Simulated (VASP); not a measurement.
Wanted: the native input for a VASP 6.6.1 run.

* Task: single point
* Functional: r2SCAN
* Potentials or basis: VASP PAW PBE potentials, release 64 (Ga_d, P)
* Cutoff: 520 eV
* k mesh: 4 × 4 × 4
* Occupations: gaussian, width 0.01 eV
* Spin: no spin polarisation
* Dipole correction: no
* Further INCAR settings: ALGO = Normal; EDIFF = 1e-06; NBANDS = 16

The system is GaP.

```
Ga P
1.0
     0.00000    2.72540    2.72540
     2.72540    0.00000    2.72540
     2.72540    2.72540    0.00000
Ga P
1 1
Direct
  0.00000 0.00000 0.00000
  0.25000 0.25000 0.25000
```

These files were run (other wordings do the same):

POSCAR

```
GaP
1.0
    0.0000000000      2.7253992957      2.7253992957
    2.7253992957      0.0000000000      2.7253992957
    2.7253992957      2.7253992957      0.0000000000
Ga P
1 1
Direct
    0.0000000000      0.0000000000      0.0000000000
    0.2500000000      0.2500000000      0.2500000000
```

INCAR.step1

```
SYSTEM = GaP
  PREC = Accurate
  ENCUT = 520
  ISMEAR = 0
  SIGMA = 0.01
  LREAL = .False.
  LASPH = .True.
  NELM = 60
  NBANDS = 16
  GGA = PE
  ALGO = Normal
  EDIFF = 1E-4
  LWAVE = .True.
  LCHARG = .False.
```

INCAR.step2

```
SYSTEM = GaP
  PREC = Accurate
  ENCUT = 520
  EDIFF = 1E-6
  ISMEAR = 0
  SIGMA = 0.01
  LREAL = .False.
  LASPH = .True.
  NELM = 60
  ALGO = Normal
  ISIF = 2
  LWAVE = .False.
  LCHARG = .False.
  METAGGA = R2SCAN
  LMIXTAU = .True.
  NBANDS = 16
  ISTART = 1
```

KPOINTS

```
regular mesh
0
Gamma
  4 4 4
  0 0 0
```

Potentials or basis: VASP PAW PBE potentials, release 64 (Ga_d, P).

Run with:

```sh
$ cat potpaw_PBE.64/Ga_d/POTCAR potpaw_PBE.64/P/POTCAR > POTCAR
$ cp INCAR.step1 INCAR
$ mpirun -np 1 vasp_std > vasp.out
$ cp INCAR.step2 INCAR
$ mpirun -np 1 vasp_std > vasp.out
```

It gave:

```
Pressure               : 0.4 GPa
Band gap on the k mesh : 1.88 eV, indirect (least direct gap 2.34 eV)
```

Caveat: the k points lie up to 0.50 Å⁻¹ apart; the PAW data sets were made with another functional, which shifts forces and pressure a little.

It took 14 s on 1 thread of AMD EPYC 9R45 (Zen 5), with other jobs on the host, peak memory 0.14 GiB.
